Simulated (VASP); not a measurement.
# MgI2 (Fm-3m) in VASP: notebook

Aim: see how the results for MgI2 move with the level of theory and the settings. Levels: PBE, r2SCAN. Tasks: single point.

Everything below comes from runs of VASP 6.6.1. Logs are shortened: lines on timing, memory, paths and dates and some standing lists are left out, and cuts for length are marked.

## 1. The cell of the first run

Symmetry: Fm-3m, No. 225, cubic system. The conventional cell has a = 7.511 Å, b = 7.511 Å, c = 7.511 Å, α = 90.00°, β = 90.00°, γ = 90.00°. Within 4.3 Å of Mg (site symmetry m-3m) lie 8 I at 3.25 Å. I (site symmetry -43m) has 4 Mg at 3.25 Å and 6 I at 3.76 Å within 4.3 Å.

## 2. Single point, PBE

INCAR

```
PREC     = Accurate       # precision mode
ENCUT    = 520            # plane-wave cutoff, eV
EDIFF    = 1E-6           # SCF threshold, eV
ISMEAR   = -1             # smearing method
SIGMA    = 0.02           # smearing width, eV
LREAL    = False          # projectors in reciprocal space
LASPH    = True           # aspherical terms in the spheres
NELM     = 100            # most SCF steps
ALGO     = Normal         # electronic algorithm
ISIF     = 2              # what is computed and relaxed
LWAVE    = False          # write WAVECAR
LCHARG   = False          # write CHGCAR
GGA      = PE             # functional
NBANDS   = 15             # bands
```

KPOINTS

```
Automatic mesh
0
Gamma
  6 6 6
```

POSCAR

```
MgI2
1.0
    0.0000000000      3.7557205859      3.7557205859
    3.7557205859      0.0000000000      3.7557205859
    3.7557205859      3.7557205859      0.0000000000
Mg I
1 2
Direct
    0.0000000000      0.0000000000      0.0000000000
    0.2500000000      0.2500000000      0.2500000000
    0.7500000000      0.7500000000      0.7500000000
```

Potentials or basis: VASP PAW PBE potentials, release 64 (Mg, I).

On the command line:

```sh
cat potpaw_PBE.64/Mg/POTCAR potpaw_PBE.64/I/POTCAR > POTCAR
mpirun -np 1 vasp_std > vasp.out
```

OUTCAR:

```text
PREC = Accurate
   ENCUT = 520
   EDIFF = 1E-6
   ISMEAR = -1
   LREAL = False
   LASPH = True
   NELM = 100
   ISIF = 2
   GGA = PE

 ion  position               nearest neighbor table
   1  0.000  0.000  0.000-   3 3.25   3 3.25   3 3.25   2 3.25   3 3.25   2 3.25   2 3.25   2 3.25

   2  0.250  0.250  0.250-   1 3.25   1 3.25   1 3.25   1 3.25
   3  0.750  0.750  0.750-   1 3.25   1 3.25   1 3.25   1 3.25

  LATTYP: Found a face centered cubic cell.
 ALAT       =     7.5114411718

  Lattice vectors:

 A1 = (   0.0000000000,   3.7557205859,   3.7557205859)
 A2 = (   3.7557205859,   0.0000000000,   3.7557205859)
 A3 = (   3.7557205859,   3.7557205859,   0.0000000000)

Analysis of symmetry for initial positions (statically):
=====================================================================
 Subroutine PRICEL returns:
 Original cell was already a primitive cell.

 Routine SETGRP: Setting up the symmetry group for a
 face centered cubic supercell.

 Subroutine GETGRP returns: Found 48 space group operations
 (whereof 48 operations were pure point group operations)
 out of a pool of 48 trial point group operations.

The static configuration has the point symmetry O_h .

Analysis of symmetry for dynamics (positions and initial velocities):
=====================================================================
 Subroutine PRICEL returns:
 Original cell was already a primitive cell.

 Routine SETGRP: Setting up the symmetry group for a
 face centered cubic supercell.

 Subroutine GETGRP returns: Found 48 space group operations
 (whereof 48 operations were pure point group operations)
 out of a pool of 48 trial point group operations.

The dynamic configuration has the point symmetry O_h .

 Subroutine INISYM returns: Found 48 space group operations
 (whereof 48 operations are pure point group operations),
 and found     1 'primitive' translations

----------------------------------------------------------------------------------------

                                     Primitive cell

  volume of cell :     105.9522

  direct lattice vectors                    reciprocal lattice vectors
     0.000000000  3.755720586  3.755720586    -0.133130245  0.133130245  0.133130245
     3.755720586  0.000000000  3.755720586     0.133130245 -0.133130245  0.133130245
     3.755720586  3.755720586  0.000000000     0.133130245  0.133130245 -0.133130245

  length of vectors
     5.311390989  5.311390989  5.311390989     0.230588348  0.230588348  0.230588348

  position of ions in fractional coordinates (direct lattice)
     0.000000000  0.000000000  0.000000000
     0.250000000  0.250000000  0.250000000
     0.750000000  0.750000000  0.750000000

  ion indices of the primitive-cell ions
   primitive index   ion index
                 1           1
                 2           2
                 3           3

----------------------------------------------------------------------------------------

 KPOINTS: Automatic mesh

Automatic generation of k-mesh.
 Grid dimensions read from file:
 generate k-points for:    6    6    6

 Generating k-lattice:

  Cartesian coordinates                     Fractional coordinates (reciprocal lattice)
    -0.022188374  0.022188374  0.022188374     0.166666667  0.000000000  0.000000000
     0.022188374 -0.022188374  0.022188374     0.000000000  0.166666667  0.000000000
     0.022188374  0.022188374 -0.022188374     0.000000000  0.000000000  0.166666667

  Length of vectors
     0.038431391  0.038431391  0.038431391

  Shift w.r.t. Gamma in fractional coordinates (k-lattice)
     0.000000000  0.000000000  0.000000000

 Subroutine IBZKPT returns following result:
 ===========================================

 Found     16 irreducible k-points:

 Following reciprocal coordinates:
            Coordinates               Weight
  0.000000  0.000000  0.000000      1.000000
  0.166667  0.000000  0.000000      8.000000
  0.333333  0.000000  0.000000      8.000000
  0.500000  0.000000  0.000000      4.000000
  0.166667  0.166667  0.000000      6.000000
  0.333333  0.166667  0.000000     24.000000
[... 8 lines left out ...]
 -0.333333  0.333333  0.166667     24.000000
 -0.333333  0.500000  0.166667     12.000000
   k-points           NKPTS =     16   k-points in BZ     NKDIM =     16   number of bands    NBANDS=     15
   number of dos      NEDOS =    301   number of ions     NIONS =      3
   total plane-waves  NPLWV =  64000
   dimension x,y,z NGX =    40 NGY =   40 NGZ =   40
   dimension x,y,z NGXF=    80 NGYF=   80 NGZF=   80
   ions per type =               1   2
   NGX,Y,Z   is equivalent  to a cutoff of  12.52, 12.52, 12.52 a.u.
   NGXF,Y,Z  is equivalent  to a cutoff of  25.04, 25.04, 25.04 a.u.
 SYSTEM =  unknown system
   PREC   = accura    normal or accurate (medium, high low for compatibility)
   ISTART =      0    job   : 0-new  1-cont  2-samecut
   ICHARG =      2    charge: 1-file 2-atom 10-const
   ISPIN  =      1    spin polarized calculation?
   LNONCOLLINEAR =      F non collinear calculations
   LSORBIT =      F    spin-orbit coupling
   LASPH  =      T    aspherical Exc in radial PAW
   ENCUT  =  520.0 eV  38.22 Ry    6.18 a.u.   9.88  9.88  9.88*2*pi/ulx,y,z
   NELM   =    100;   NELMIN=  2; NELMDL= -5     # of ELM steps
   EDIFF  = 0.1E-05   stopping-criterion for ELM
   LREAL  =      F    real-space projection
   EDIFFG = 0.1E-04   stopping-criterion for IOM
   NSW    =      0    number of steps for IOM
   IBRION =     -1    ionic relax: 0-MD 1-quasi-New 2-CG
   NFREE  =      0    steps in history (QN), initial steepest desc. (CG)
   ISIF   =      2    stress and relaxation
   ISYM   =      2    0-nonsym 1-usesym 2-fastsym
   POTIM  = 0.5000    time-step for ionic-motion
   TEBEG  =    0.0;   TEEND  =   0.0 temperature during run
   PSTRESS=    0.0 pullay stress
   NELECT =      16.0000    total number of electrons
   NUPDOWN=      -1.0000    fix difference up-down
   EMIN   =  10.00;   EMAX   =-10.00  energy-range for DOS
   EFERMI =   0.00;   METHOD = LEGACY
   ISMEAR =    -1;   SIGMA  =   0.02  broadening in eV -4-tet -1-fermi 0-gaus
   EFERMI_NEDOS =   21; number of points for ismear=-14 and -15
   IALGO  =     38    algorithm
   IMIX   =      4    mixing-type and parameters
     AMIX     =   0.40;   BMIX     =  1.00
     AMIX_MAG =   1.60;   BMIX_MAG =  1.00
  volume/ion in A,a.u.               =      35.32       238.33
  Fermi-wavevector in a.u.,A,eV,Ry     =   0.871789  1.647443 10.340654  0.760017
  Thomas-Fermi vector in A             =   1.990947
   LORBIT       =      0    0 simple, 1 ext, 2 COOP (PROOUT), +10 PAW based schemes
   GGA     = PE    functional components
   LHFCALC =     F    Hartree Fock is set to
   AEXX    =    0.0000 exact exchange contribution
   IVDW    =     0    specifies the selected vdW correction
   LEPSILON=     F    determine dielectric tensor
   LRPA    =     F    only Hartree local field effects (RPA)
 non-spin polarized calculation
  energy-cutoff  :      520.00
  volume of cell :      105.95
 maximum number of plane-waves:      2884
   NGX = 19   NGY = 19   NGZ = 19

 number of electron      16.0000001 magnetization

 Free energy of the ion-electron system (eV)
  ---------------------------------------------------
  ext. energy  EPLUGINS =         0.00000000
  ---------------------------------------------------
  free energy    TOTEN  =        -6.40207287 eV

  energy without entropy =       -6.40207286  energy(sigma->0) =       -6.40207287

 E-fermi :   3.5641     XC(G=0):  -8.1196

 val. band max:        3.2621126015   @ k =   0.5000   0.5000   0.0000
 cond. band min:       3.8439677735   @ k =   0.0000   0.0000   0.0000
 fundamental gap:      0.5818551720
 Fermi energy:         3.5641352870

 k-point     1 :       0.0000    0.0000    0.0000
  band No.  band energies     occupation
      1      -9.6748      2.00000
      2      -8.1135      2.00000
      3       0.3056      2.00000
      4       0.3056      2.00000
      5       0.3056      2.00000
      6       2.1530      2.00000
      7       2.1530      2.00000
      8       2.1530      2.00000
      9       3.8440      0.00000
     10       6.3711      0.00000
     11       6.3711      0.00000
     12       6.3711      0.00000
     13       8.4416      0.00000
     14       8.4416      0.00000
     15       9.8316      0.00000

 k-point     2 :       0.1667    0.0000    0.0000
  band No.  band energies     occupation
      1      -9.5757      2.00000
      2      -8.2233      2.00000
      3       0.2428      2.00000
      4       0.3544      2.00000
      5       0.3544      2.00000
      6       1.4861      2.00000
      7       1.9095      2.00000
      8       1.9095      2.00000
      9       4.7081      0.00000
     10       6.6424      0.00000
     11       6.6702      0.00000
     12       6.6702      0.00000
     13       8.9914      0.00000
     14       8.9914      0.00000
     15      10.5593      0.00000

 k-point     3 :       0.3333    0.0000    0.0000
  band No.  band energies     occupation
      1      -9.3006      2.00000
      2      -8.5194      2.00000
      3       0.0221      2.00000
      4       0.5229      2.00000
      5       0.5229      2.00000
      6       0.8847      2.00000
      7       1.3972      2.00000
      8       1.3972      2.00000
      9       5.5640      0.00000
     10       7.5163      0.00000
     11       7.5163      0.00000
     12       8.0028      0.00000
     13      10.1064      0.00000
     14      10.1064      0.00000
     15      10.7903      0.00000
[... 199 lines left out ...]
 k-point    15 :      -0.3333    0.3333    0.1667
  band No.  band energies     occupation
      1      -8.8807      2.00000
      2      -8.8771      2.00000
      3      -1.1789      2.00000
      4      -0.5958      2.00000
      5       0.7893      2.00000
      6       0.8090      2.00000
      7       2.5646      2.00000
      8       2.7194      2.00000
      9       5.3198      0.00000
     10       7.6373      0.00000
     11       8.6043      0.00000
     12       8.8876      0.00000
     13       9.7608      0.00000
     14      10.7129      0.00000
     15      11.4466      0.00000

 k-point    16 :      -0.3333    0.5000    0.1667
  band No.  band energies     occupation
      1      -8.9892      2.00000
      2      -8.7354      2.00000
      3      -1.4480      2.00000
      4      -0.7107      2.00000
      5       0.1347      2.00000
      6       1.6558      2.00000
      7       2.8653      2.00000
      8       3.1401      2.00000
      9       4.8908      0.00000
     10       7.8601      0.00000
     11       8.1636      0.00000
     12       9.1149      0.00000
     13      10.6961      0.00000
     14      10.8396      0.00000
     15      11.0201      0.00000

------------------------ aborting loop because EDIFF is reached ----------------------------------------

  FORCE on cell =-STRESS in cart. coord.  units (eV):
  Direction    XX          YY          ZZ          XY          YZ          ZX
  --------------------------------------------------------------------------------------
  -------------------------------------------------------------------------------------
  Total        0.1085290      0.1085290      0.1085290     -0.0000000      0.0000000      0.0000000
  in kB        1.6411433      1.6411433      1.6411433     -0.0000000      0.0000000      0.0000000
  external PRESSURE =       1.6411433 kB  Pullay stress =       0.0000000 kB

 VOLUME and BASIS-vectors are now :
 -----------------------------------------------------------------------------
  energy-cutoff  :      520.00
  volume of cell :      105.95
      direct lattice vectors                 reciprocal lattice vectors
     0.000000000  3.755720586  3.755720586    -0.133130245  0.133130245  0.133130245
     3.755720586  0.000000000  3.755720586     0.133130245 -0.133130245  0.133130245
     3.755720586  3.755720586  0.000000000     0.133130245  0.133130245 -0.133130245

 POSITION                                       TOTAL-FORCE (eV/Angst)
 -----------------------------------------------------------------------------------
      0.00000      0.00000      0.00000         0.000000      0.000000     -0.000000
      1.87786      1.87786      1.87786        -0.000000     -0.000000     -0.000000
      5.63358      5.63358      5.63358         0.000000      0.000000      0.000000
 -----------------------------------------------------------------------------------
    total drift:                                0.000000     -0.000000      0.000000

  FREE ENERGIE OF THE ION-ELECTRON SYSTEM (eV)
  ---------------------------------------------------
  free  energy   TOTEN  =        -6.4020728687 eV

  energy  without entropy=       -6.4020728638  energy(sigma->0) =       -6.40207287
```

Wall time 13 s (1 thread of Intel Xeon 6975P-C (Granite Rapids), shared host); peak memory 0.24 GiB.

Results:

```
Free energy            : -6.4021 eV
Pressure               : 0.2 GPa
Band gap on the k mesh : 0.58 eV, indirect (least direct gap 1.06 eV)
```

Caveat: spin-orbit coupling is left out, which moves the levels of the heavy elements. A k mesh can miss the band edges.

## 3. Single point, r2SCAN

POSCAR is that of step 2.

INCAR.step1

```
PREC = Accurate
ENCUT = 520
ISMEAR = 0
SIGMA = 0.01
LREAL = False
LASPH = True
NELM = 60
NBANDS = 15
GGA = PE
ALGO = Normal
EDIFF = 1E-4
LWAVE = True
LCHARG = False
```

INCAR.step2

```
PREC = Accurate
ENCUT = 520
EDIFF = 1E-7
ISMEAR = 0
SIGMA = 0.01
LREAL = False
LASPH = True
NELM = 60
ALGO = Normal
ISIF = 2
LWAVE = False
LCHARG = False
METAGGA = R2SCAN
LMIXTAU = True
NBANDS = 15
ISTART = 1
```

KPOINTS

```
regular mesh
0
Gamma
  6 6 6
```

Potentials or basis: VASP PAW PBE potentials, release 64 (Mg, I).

On the command line:

```sh
cat potpaw_PBE.64/Mg/POTCAR potpaw_PBE.64/I/POTCAR > POTCAR
cp INCAR.step1 INCAR
mpirun -np 1 vasp_std > vasp.out
cp INCAR.step2 INCAR
mpirun -np 1 vasp_std > vasp.out
```

Run time: 67 s. Hardware: 1 thread of Intel Xeon 6975P-C (Granite Rapids), shared host; peak memory 0.26 GiB.

The run converged. Its results:

| Property | Result |
| --- | --- |
| Free energy | -55.4577 eV |
| Pressure | -0.1 GPa |
| Band gap on the k mesh | 1.29 eV, indirect (least direct gap 1.51 eV) |

Levels at points of the mesh, in eV from the valence-band top:
```tsv
k point	band 6	band 7	band 8	band 9	band 10	band 11
(0.00, 0.00, 0.00)	-1.15	-1.15	-1.15	1.29	3.53	3.53
(0.50, 0.00, 0.00)	-2.56	-2.32	-2.32	3.24	5.62	5.62
(0.50, 0.50, 0.00)	-0.52	-0.52	0.00	1.51	4.77	6.98
```

Caveat: the PAW data sets were made with another functional, which shifts forces and pressure a little; spin-orbit coupling is left out, which moves the levels of the heavy elements.
